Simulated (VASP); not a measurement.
Here is a VASP 6.6.1 calculation.

The input POSCAR:

```
AlRu
1.0
    2.9916000000      0.0000000000      0.0000000000
    0.0000000000      2.9916000000      0.0000000000
    0.0000000000      0.0000000000      2.9317680000
Al Ru
1 1
Direct
    0.0000000000      0.0000000000      0.0000000000
    0.5000000000      0.5000000000      0.5000000000
```

The input INCAR.step1:

```
SYSTEM = AlRu
  PREC = Accurate
  ENCUT = 520
  ISMEAR = 0
  SIGMA = 0.15
  LREAL = .False.
  LASPH = .True.
  NELM = 80
  NBANDS = 16
  GGA = PE
  ALGO = Normal
  EDIFF = 1E-4
  LWAVE = .True.
  LCHARG = .False.
```

INCAR.step2

```
SYSTEM = AlRu
  PREC = Accurate
  ENCUT = 520
  EDIFF = 1E-6
  ISMEAR = 0
  SIGMA = 0.15
  LREAL = .False.
  LASPH = .True.
  NELM = 80
  ALGO = Normal
  ISIF = 2
  LWAVE = .False.
  LCHARG = .True.
  METAGGA = R2SCAN
  LMIXTAU = .True.
  LELF = .True.
  LVHAR = .True.
  NBANDS = 16
  ISTART = 1
```

The input KPOINTS:

```
regular mesh
0
Gamma
  16 16 16
  0 0 0
```

Potentials or basis: VASP PAW PBE potentials, release 64 (Al, Ru_pv).

Command:

```sh
$ cat potpaw_PBE.64/Al/POTCAR potpaw_PBE.64/Ru_pv/POTCAR > POTCAR
$ cp INCAR.step1 INCAR
$ mpirun -np 1 vasp_std > vasp.out
$ cp INCAR.step2 INCAR
$ mpirun -np 1 vasp_std > vasp.out
```

Question: What does it give for the band gap on the k mesh?

Answer: Zero (an odd number of electrons rules out a gap without spin polarisation).

Question: What does it give for the pressure?

Answer: 2.7 GPa.

Stress tensor (GPa, compression positive):
```
1.40 0.00 0.00
0.00 1.40 0.00
0.00 0.00 5.40
```

Caveat: the cell differs from its parent crystal (strain -0.0200 x Voigt [0, 0, 1, 0, 0, 0]); the PAW data sets were made with another functional, which shifts forces and pressure a little.
